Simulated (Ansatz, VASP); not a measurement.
# Two plane-wave programs on Pb

The input INCAR:

```
PREC = Accurate
ENCUT = 520
EDIFF = 1E-6
ISMEAR = 0
SIGMA = 0.15
LREAL = F
LASPH = T
NELM = 60
ALGO = Normal
ISIF = 2
LWAVE = F
LCHARG = F
GGA = PE
NBANDS = 13
```

KPOINTS

```
regular mesh
0
Gamma
  16 16 16
```

The input POSCAR:

```
Pb
1.0
    0.0000000000      2.3463100000      2.4080550000
    2.3463100000      0.0000000000      2.4080550000
    2.3463100000      2.3463100000      0.0000000000
Pb
1
Direct
    0.0000000000      0.0000000000      0.0000000000
```

Input for Ansatz:

```yaml
crystal:
  lattice:
    - [0.0, 2.34631, 2.408055]
    - [2.34631, 0.0, 2.408055]
    - [2.34631, 2.34631, 0.0]
  atoms:
    - { symbol: Pb, position: [0.0, 0.0, 0.0] }
basis:
  ecutwfc: 420
kpoints:
  mp_grid: { grid: [16, 16, 16] }
hamiltonian:
  xc: pbe
scf:
  occupations: { method: gaussian, width: 0.15 }
output:
  forces: true
  stress: true
  eigenvalues: true
```

Change from the starting cell: strain -0.050 along x and y, -0.025 along z, atoms carried along.

Alike in both runs: task single point; functional PBE; k mesh 16 × 16 × 16; occupations gaussian, width 0.15 eV; no spin polarisation.

|  | VASP | Ansatz |
| --- | --- | --- |
| version | VASP 6.6.1 | Ansatz 0.2.0 |
| potentials or method | VASP PAW PBE potentials, release 64 (Pb_d), cutoff 520 eV | scalar-relativistic, plane waves, PAW |
| valence electrons in the cell | 14 | 14 |

Ansatz gave:

* gap on the k mesh at the Fermi level (eV): none
* pressure (GPa): 11.8
* traceless stress, the component that is largest in VASP (GPa): -0.25

Q: What did VASP give for the same quantities?

A: gap on the k mesh at the Fermi level (eV): none; pressure (GPa): 11.7; traceless stress, the component that is largest in VASP (GPa): -0.25.

A gap of «none» marks a metal or a gap that the smearing closes.

Spin-orbit coupling is off throughout.
